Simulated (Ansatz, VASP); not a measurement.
# F in VASP and in Ansatz

```
F
1.0
     2.84684   -1.74451   -0.21957
     2.84684    1.74451   -0.21957
    -2.10818    0.00000    6.97285
F
4
Cartesian
  0.2849 0.0000 0.6182
  3.3006 0.0000 5.9155
  1.6041 0.0000 3.9197
  1.9814 0.0000 2.6141
```

Change from the starting cell: volume 16.911 Å^3 an atom, stretch along a over the lengths across it, relative to the relaxed cell 0.9379.

Alike in both runs: task single point; functional PBEsol; k mesh 4 × 4 × 2; occupations gaussian, width 0.05 eV; no spin polarisation.

|  | VASP | Ansatz |
| --- | --- | --- |
| version | VASP 6.6.1 | Ansatz 0.2.0 |
| potentials or method | VASP PAW PBE potentials, release 64 (F), cutoff 520 eV | scalar-relativistic, plane waves, PAW |
| valence electrons in the cell | 28 | 28 |

Ansatz gave:

| Property | Result |
| --- | --- |
| gap on the k mesh at the Fermi level (eV) | 3.50 |
| least direct gap on the mesh (eV) | 3.60 |
| pressure (GPa) | 4.0 |
| traceless stress, the component that is largest in VASP (GPa) | 6.12 |
| rms of the force components (eV/Å) | 0.989 |

Question: Which values does VASP return?

Answer: gap on the k mesh at the Fermi level (eV): 3.41; least direct gap on the mesh (eV): 3.51; pressure (GPa): 4.6; traceless stress, the component that is largest in VASP (GPa): 8.03; rms of the force components (eV/Å): 1.297.

VASP's potentials were made for PBE, not for PBEsol. Atom by atom the forces differ by 0.308 eV/Å (rms over components). The functional is the same, so the differences come from potentials, cutoffs and numerics.

The k mesh is coarse, so the values compare programs but aren't converged.
